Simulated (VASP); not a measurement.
The system is BiAs (zincblende type).

```xyz
2
Lattice="0.0000 3.2195 3.2195 3.2195 0.0000 3.2195 3.2195 3.2195 0.0000" Properties=species:S:1:pos:R:3 pbc="T T T"
As    0.0000    0.0000    0.0000
Bi    1.6098    1.6098    1.6098
```

```yaml
Program: VASP 6.6.1
Task: relaxation of cell and atoms
Functional: PBE
Potentials_or_basis: VASP PAW PBE potentials, release 64 (As, Bi_d)
Cutoff: 600 eV
k_mesh: 10 × 10 × 10
Occupations: fermi-dirac, width 0.05 eV
Spin: no spin polarisation
```

At the start: pressure 6.1 GPa; volume 33.37 Å³/atom.

Problem. Where does the relaxation end?

Solution. Over 3 steps the energy falls by 73.8 meV/atom and the volume is 37.70 Å³/atom (+13.0 %); space group F-43m (No. 216, to 0.1 Å) before and after.

The path:
| step | energy change (eV) | largest force (eV/Å) | pressure (GPa) | volume (Å³) |
| --- | --- | --- | --- | --- |
| 1 | 0.0000 | 0.0000 | 6.06 | 66.74 |
| 2 | -0.1216 | 0.0000 | -1.84 | 79.68 |
| 3 | -0.1475 | 0.0000 | 0.01 | 75.40 |

Final structure:
```xyz
2
Lattice="0.0000 3.3531 3.3531 3.3531 0.0000 3.3531 3.3531 3.3531 0.0000" Properties=species:S:1:pos:R:3 pbc="T T T"
As    0.0000    0.0000    0.0000
Bi    1.6765    1.6765    1.6765
```
